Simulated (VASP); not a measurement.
# Ta8HN8 (a cell with a defect) in VASP: single point with LDA

Aim: the single point of Ta8HN8 (a cell with a defect) with LDA.

Everything below comes from runs of VASP 6.6.1. Logs are shortened: lines on timing, memory, paths and dates and some standing lists are left out, and cuts for length are marked.

## 1. The cell of the first run

The cell holds a defect, 17 atoms: a = 5.876 Å, b = 5.876 Å, c = 5.766 Å, α = 90.00°, β = 90.00°, γ = 120.00°.

## 2. Single point, LDA

INCAR reads:

```
SYSTEM = Ta8HN8
ALGO     = Normal         ! electronic algorithm
EDIFF    = 1E-6           ! SCF threshold, eV
ENCUT    = 520            ! plane-wave cutoff, eV
GGA_COMPAT= .FALSE.      
ISIF     = 2              ! what is computed and relaxed
ISMEAR   = -1             ! smearing method
LASPH    = .TRUE.         ! aspherical terms in the spheres
LCHARG   = .FALSE.        ! write CHGCAR
LREAL    = .FALSE.        ! projectors in reciprocal space
LWAVE    = .FALSE.        ! write WAVECAR
NBANDS   = 78             ! bands
NELM     = 120            ! most SCF steps
PREC     = Accurate       ! precision mode
SIGMA    = 0.15           ! smearing width, eV
```

KPOINTS reads:

```
k-points
0
G
  3 3 2
  0 0 0
```

POSCAR reads:

```
Ta8HN8
1.0
    5.8760000000      0.0000000000      0.0000000000
   -2.9380000000      5.0887660000      0.0000000000
    0.0000000000      0.0000000000      5.7660000000
Ta N H
8 8 1
Direct
    0.1666666667      0.3333333333      0.2500000000
    0.1666666667      0.3333333333      0.7500000000
    0.1666666667      0.8333333333      0.2500000000
    0.1666666667      0.8333333333      0.7500000000
    0.6666666667      0.3333333333      0.2500000000
    0.6666666667      0.3333333333      0.7500000000
    0.6666666667      0.8333333333      0.2500000000
    0.6666666667      0.8333333333      0.7500000000
    0.0000000000      0.0000000000      0.0000000000
    0.0000000000      0.0000000000      0.5000000000
    0.0000000000      0.5000000000      0.0000000000
    0.0000000000      0.5000000000      0.5000000000
    0.5000000000      0.0000000000      0.0000000000
    0.5000000000      0.0000000000      0.5000000000
    0.5000000000      0.5000000000      0.0000000000
    0.5000000000      0.5000000000      0.5000000000
    0.3125000000      0.1250000000      0.1250000000
```

Potentials or basis: VASP PAW LDA potentials, release 64 (Ta_pv, N, H).

On the command line:

```sh
> cat potpaw_LDA.64/Ta_pv/POTCAR potpaw_LDA.64/N/POTCAR potpaw_LDA.64/H/POTCAR > POTCAR
> mpirun -np 1 vasp_std > vasp.out
```

OUTCAR:

```text
SYSTEM = Ta8HN8
   EDIFF = 1E-6
   ENCUT = 520
   ISIF = 2
   ISMEAR = -1
   LASPH = .TRUE.
   LREAL = .FALSE.
   NELM = 120
   PREC = Accurate

 ion  position               nearest neighbor table
   1  0.167  0.333  0.250-  17 1.95  16 2.23  15 2.23  12 2.23  11 2.23  10 2.23   9 2.23   2 2.88
                             2 2.88   5 2.94   5 2.94   7 2.94   3 2.94   3 2.94   7 2.94
   2  0.167  0.333  0.750-  15 2.23  16 2.23  11 2.23  12 2.23   9 2.23  10 2.23   1 2.88   1 2.88
                             6 2.94   6 2.94   4 2.94   4 2.94   8 2.94   8 2.94
   3  0.167  0.833  0.250-  17 1.65  14 2.23  13 2.23  10 2.23   9 2.23  12 2.23  11 2.23   4 2.88
                             4 2.88   7 2.94   7 2.94   1 2.94   1 2.94   5 2.94   5 2.94
   4  0.167  0.833  0.750-  13 2.23  14 2.23   9 2.23  10 2.23  11 2.23  12 2.23   3 2.88   3 2.88
                             8 2.94   8 2.94   6 2.94   2 2.94   2 2.94   6 2.94
   5  0.667  0.333  0.250-  17 1.95  12 2.23  11 2.23  16 2.23  15 2.23  14 2.23  13 2.23   6 2.88
                             6 2.88   1 2.94   1 2.94   7 2.94   7 2.94   3 2.94   3 2.94
   6  0.667  0.333  0.750-  11 2.23  12 2.23  15 2.23  16 2.23  13 2.23  14 2.23   5 2.88   5 2.88
                             2 2.94   2 2.94   4 2.94   8 2.94   8 2.94   4 2.94
   7  0.667  0.833  0.250-   9 2.23  10 2.23  13 2.23  14 2.23  15 2.23  16 2.23   8 2.88   8 2.88
                             3 2.94   3 2.94   5 2.94   5 2.94   1 2.94   1 2.94
   8  0.667  0.833  0.750-   9 2.23  10 2.23  13 2.23  14 2.23  15 2.23  16 2.23   7 2.88   7 2.88
                             4 2.94   4 2.94   6 2.94   6 2.94   2 2.94   2 2.94
   9  0.000  0.000  0.000-   7 2.23   8 2.23   3 2.23   4 2.23   1 2.23   2 2.23
  10  0.000  0.000  0.500-   7 2.23   8 2.23   3 2.23   4 2.23   1 2.23   2 2.23
  11  0.000  0.500  0.000-   5 2.23   6 2.23   1 2.23   2 2.23   3 2.23   4 2.23
  12  0.000  0.500  0.500-   5 2.23   6 2.23   1 2.23   2 2.23   3 2.23   4 2.23
  13  0.500  0.000  0.000-   3 2.23   4 2.23   7 2.23   8 2.23   5 2.23   6 2.23
  14  0.500  0.000  0.500-   3 2.23   4 2.23   7 2.23   8 2.23   5 2.23   6 2.23
  15  0.500  0.500  0.000-   1 2.23   2 2.23   5 2.23   6 2.23   7 2.23   8 2.23
  16  0.500  0.500  0.500-   1 2.23   2 2.23   5 2.23   6 2.23   7 2.23   8 2.23
  17  0.312  0.125  0.125-   3 1.65   1 1.95   5 1.95

  LATTYP: Found a hexagonal cell.
 ALAT       =     5.8760000000
 C/A-ratio  =     0.9812797822

  Lattice vectors:

 A1 = (   5.8760000000,   0.0000000000,   0.0000000000)
 A2 = (  -2.9380000000,   5.0887660000,   0.0000000000)
 A3 = (   0.0000000000,   0.0000000000,   5.7660000000)

Analysis of symmetry for initial positions (statically):
=====================================================================
 Subroutine PRICEL returns:
 Original cell was already a primitive cell.

 Routine SETGRP: Setting up the symmetry group for a
 hexagonal supercell.

 Subroutine GETGRP returns: Found  2 space group operations
 (whereof  1 operations were pure point group operations)
 out of a pool of 24 trial point group operations.

The static configuration has the point symmetry C_1 .
 The point group associated with its full space group is C_1h.

Analysis of symmetry for dynamics (positions and initial velocities):
=====================================================================
 Subroutine PRICEL returns:
 Original cell was already a primitive cell.

 Routine SETGRP: Setting up the symmetry group for a
 hexagonal supercell.

 Subroutine GETGRP returns: Found  2 space group operations
 (whereof  1 operations were pure point group operations)
 out of a pool of 24 trial point group operations.

The dynamic configuration has the point symmetry C_1 .
 The point group associated with its full space group is C_1h.

 Subroutine INISYM returns: Found  2 space group operations
 (whereof  1 operations are pure point group operations),
 and found     1 'primitive' translations

----------------------------------------------------------------------------------------

                                     Primitive cell

  volume of cell :     172.4126

  direct lattice vectors                    reciprocal lattice vectors
     5.876000000  0.000000000  0.000000000     0.170183799  0.098255648  0.000000000
    -2.938000000  5.088766000  0.000000000     0.000000000  0.196511296  0.000000000
     0.000000000  0.000000000  5.766000000     0.000000000  0.000000000  0.173430454

  length of vectors
     5.876000000  5.876000630  5.766000000     0.196511317  0.196511296  0.173430454

  position of ions in fractional coordinates (direct lattice)
     0.166666667  0.333333333  0.250000000
     0.166666667  0.333333333  0.750000000
     0.166666667  0.833333333  0.250000000
     0.166666667  0.833333333  0.750000000
     0.666666667  0.333333333  0.250000000
     0.666666667  0.333333333  0.750000000
[... 9 lines left out ...]
     0.500000000  0.500000000  0.500000000
     0.312500000  0.125000000  0.125000000

  ion indices of the primitive-cell ions
   primitive index   ion index
                 1           1
                 2           2
                 3           3
                 4           4
                 5           5
                 6           6
[... 9 lines left out ...]
                16          16
                17          17

----------------------------------------------------------------------------------------

 KPOINTS: k-points

Automatic generation of k-mesh.
 Grid dimensions read from file:
 generate k-points for:    3    3    2

 Generating k-lattice:

  Cartesian coordinates                     Fractional coordinates (reciprocal lattice)
     0.056727933  0.032751883  0.000000000     0.333333333  0.000000000  0.000000000
     0.000000000  0.065503765  0.000000000     0.000000000  0.333333333  0.000000000
     0.000000000  0.000000000  0.086715227     0.000000000  0.000000000  0.500000000

  Length of vectors
     0.065503772  0.065503765  0.086715227

  Shift w.r.t. Gamma in fractional coordinates (k-lattice)
     0.000000000  0.000000000  0.000000000

 Subroutine IBZKPT returns following result:
 ===========================================

 Found      8 irreducible k-points:

 Following reciprocal coordinates:
            Coordinates               Weight
  0.000000  0.000000  0.000000      1.000000
  0.333333  0.000000  0.000000      4.000000
  0.000000  0.333333  0.000000      2.000000
  0.333333  0.333333  0.000000      2.000000
  0.000000  0.000000  0.500000      1.000000
  0.333333  0.000000  0.500000      4.000000
  0.000000  0.333333  0.500000      2.000000
  0.333333  0.333333  0.500000      2.000000
   k-points           NKPTS =      8   k-points in BZ     NKDIM =      8   number of bands    NBANDS=     78
   number of dos      NEDOS =    301   number of ions     NIONS =     17
   total plane-waves  NPLWV = 110592
   dimension x,y,z NGX =    48 NGY =   48 NGZ =   48
   dimension x,y,z NGXF=    96 NGYF=   96 NGZF=   96
   ions per type =               8   8   1
   NGX,Y,Z   is equivalent  to a cutoff of  13.58, 13.58, 13.84 a.u.
   NGXF,Y,Z  is equivalent  to a cutoff of  27.16, 27.16, 27.68 a.u.
 SYSTEM =  Ta8HN8
   PREC   = accura    normal or accurate (medium, high low for compatibility)
   ISTART =      0    job   : 0-new  1-cont  2-samecut
   ICHARG =      2    charge: 1-file 2-atom 10-const
   ISPIN  =      1    spin polarized calculation?
   LNONCOLLINEAR =      F non collinear calculations
   LSORBIT =      F    spin-orbit coupling
   LASPH  =      T    aspherical Exc in radial PAW
   ENCUT  =  520.0 eV  38.22 Ry    6.18 a.u.  10.93 10.93 10.72*2*pi/ulx,y,z
   NELM   =    120;   NELMIN=  2; NELMDL= -5     # of ELM steps
   EDIFF  = 0.1E-05   stopping-criterion for ELM
   LREAL  =      F    real-space projection
   EDIFFG = 0.1E-04   stopping-criterion for IOM
   NSW    =      0    number of steps for IOM
   IBRION =     -1    ionic relax: 0-MD 1-quasi-New 2-CG
   NFREE  =      0    steps in history (QN), initial steepest desc. (CG)
   ISIF   =      2    stress and relaxation
   ISYM   =      2    0-nonsym 1-usesym 2-fastsym
   POTIM  = 0.5000    time-step for ionic-motion
   TEBEG  =    0.0;   TEEND  =   0.0 temperature during run
   PSTRESS=    0.0 pullay stress
   NELECT =     129.0000    total number of electrons
   NUPDOWN=      -1.0000    fix difference up-down
   EMIN   =  10.00;   EMAX   =-10.00  energy-range for DOS
   EFERMI =   0.00;   METHOD = LEGACY
   ISMEAR =    -1;   SIGMA  =   0.15  broadening in eV -4-tet -1-fermi 0-gaus
   EFERMI_NEDOS =   21; number of points for ismear=-14 and -15
   IALGO  =     38    algorithm
   IMIX   =      4    mixing-type and parameters
     AMIX     =   0.40;   BMIX     =  1.00
     AMIX_MAG =   1.60;   BMIX_MAG =  1.00
  volume/ion in A,a.u.               =      10.14        68.44
  Fermi-wavevector in a.u.,A,eV,Ry     =   1.486215  2.808540 30.053042  2.208836
  Thomas-Fermi vector in A             =   2.599530
   LORBIT       =      0    0 simple, 1 ext, 2 COOP (PROOUT), +10 PAW based schemes
   GGA     = CA    functional components
   LHFCALC =     F    Hartree Fock is set to
   AEXX    =    0.0000 exact exchange contribution
   IVDW    =     0    specifies the selected vdW correction
   LEPSILON=     F    determine dielectric tensor
   LRPA    =     F    only Hartree local field effects (RPA)
 non-spin polarized calculation
  energy-cutoff  :      520.00
  volume of cell :      172.41
 maximum number of plane-waves:      4683
 NGX is ok and might be reduce to    48
   NGX = 21   NGY = 21   NGZ = 21

 number of electron     129.0000011 magnetization

 Free energy of the ion-electron system (eV)
  ---------------------------------------------------
  ext. energy  EPLUGINS =         0.00000000
  ---------------------------------------------------
  free energy    TOTEN  =      -198.92249734 eV

  energy without entropy =     -198.66936901  energy(sigma->0) =     -198.79593318

 E-fermi :   8.9647     XC(G=0): -13.6304

 val. band max:        8.8665273031   @ k =   0.0000   0.0000   0.5000
 cond. band min:       8.9830203979   @ k =   0.3333   0.0000   0.0000
 fundamental gap:      0.1164930948
 Fermi energy:         8.9646977327

 k-point     1 :       0.0000    0.0000    0.0000
  band No.  band energies     occupation
      1     -27.4348      2.00000
      2     -27.3343      2.00000
      3     -27.1685      2.00000
      4     -27.1528      2.00000
      5     -27.1029      2.00000
      6     -27.0766      2.00000
[... 68 lines left out ...]
     75      11.8121      0.00000
     76      12.2101      0.00000

 k-point     2 :       0.3333    0.0000    0.0000
  band No.  band energies     occupation
      1     -27.3097      2.00000
      2     -27.2371      2.00000
      3     -27.1532      2.00000
      4     -27.0812      2.00000
      5     -27.0461      2.00000
      6     -27.0274      2.00000
[... 68 lines left out ...]
     75      11.5745      0.00000
     76      11.8492      0.00000

 k-point     3 :       0.0000    0.3333    0.0000
  band No.  band energies     occupation
      1     -27.3037      2.00000
      2     -27.2372      2.00000
      3     -27.1412      2.00000
      4     -27.1049      2.00000
      5     -27.0401      2.00000
      6     -27.0051      2.00000
[... 384 lines left out ...]
     75      10.9748      0.00000
     76      11.0813      0.00000

 k-point     8 :       0.3333    0.3333    0.5000
  band No.  band energies     occupation
      1     -27.0400      2.00000
      2     -27.0116      2.00000
      3     -26.8896      2.00000
      4     -26.8572      2.00000
      5     -26.7914      2.00000
      6     -26.7667      2.00000
[... 68 lines left out ...]
     75      11.4734      0.00000
     76      11.4997      0.00000
 [bands above 76 left out]

------------------------ aborting loop because EDIFF is reached ----------------------------------------

  FORCE on cell =-STRESS in cart. coord.  units (eV):
  Direction    XX          YY          ZZ          XY          YZ          ZX
  --------------------------------------------------------------------------------------
  -------------------------------------------------------------------------------------
  Total       -6.4518349     -2.8369709     -5.1989404      0.0000000     -1.2248905      0.0000000
  in kB      -59.9549331    -26.3631047    -48.3121667      0.0000000    -11.3825333      0.0000000
  external PRESSURE =     -44.8767348 kB  Pullay stress =       0.0000000 kB

 VOLUME and BASIS-vectors are now :
 -----------------------------------------------------------------------------
  energy-cutoff  :      520.00
  volume of cell :      172.41
      direct lattice vectors                 reciprocal lattice vectors
     5.876000000  0.000000000  0.000000000     0.170183799  0.098255648  0.000000000
    -2.938000000  5.088766000  0.000000000     0.000000000  0.196511296  0.000000000
     0.000000000  0.000000000  5.766000000     0.000000000  0.000000000  0.173430454

 POSITION                                       TOTAL-FORCE (eV/Angst)
 -----------------------------------------------------------------------------------
      0.00000      1.69626      1.44150        -0.761573      0.475878      0.149457
      0.00000      1.69626      4.32450        -0.124007      0.065214     -0.137857
     -1.46900      4.24064      1.44150         0.000000     -3.234101      0.947500
     -1.46900      4.24064      4.32450        -0.000000     -0.257535     -0.269599
      2.93800      1.69626      1.44150         0.761573      0.475878      0.149457
      2.93800      1.69626      4.32450         0.124007      0.065214     -0.137857
[... 9 lines left out ...]
      1.46900      2.54438      2.88300        -0.000000     -0.033158     -0.071629
      1.46900      0.63610      0.72075        -0.000000      2.908818      0.893534
 -----------------------------------------------------------------------------------
    total drift:                               -0.000000     -0.000025     -0.000594

  FREE ENERGIE OF THE ION-ELECTRON SYSTEM (eV)
  ---------------------------------------------------
  free  energy   TOTEN  =      -198.9224973423 eV

  energy  without entropy=     -198.6693690150  energy(sigma->0) =     -198.79593318
```

It took 2 min on 1 thread of Intel Xeon Platinum 8488C (Sapphire Rapids), shared host; peak memory 0.3 GiB.

Results:

* Free energy: -198.9225 eV
* Pressure: -4.5 GPa
* Largest force: 3.370 eV/Å
* Band gap on the k mesh: zero (an odd number of electrons rules out a gap without spin polarisation)

Forces in eV/Å, atoms in the order of the input:
```
Ta  -0.762  0.476  0.149
Ta  -0.124  0.065 -0.138
Ta   0.000 -3.234  0.948
Ta   0.000 -0.258 -0.270
Ta   0.762  0.476  0.149
Ta   0.124  0.065 -0.138
Ta   0.000  0.003 -0.100
Ta   0.000 -0.068 -0.061
N   -0.750 -0.396 -0.678
N   -0.014  0.039  0.009
N    0.000  0.044  0.270
N    0.000 -0.147 -0.017
N    0.750 -0.396 -0.678
N    0.014  0.039  0.009
N    0.000  0.416 -0.278
N    0.000 -0.033 -0.072
H    0.000  2.909  0.894
```

Levels at points of the mesh, in eV from the Fermi level:
```
           k point  band 62  band 63  band 64  band 65  band 66  band 67
(0.00, 0.00, 0.00)    -1.00    -0.99    -0.91    -0.91     0.92     1.66
(0.00, 0.00, 0.50)    -2.09    -1.17    -1.06    -0.18    -0.10     0.02
```

Caveat: the k points lie up to 0.54 Å⁻¹ apart, too coarse for converged energies and pressures of a metal; spin-orbit coupling is left out, which moves the levels of the heavy elements.
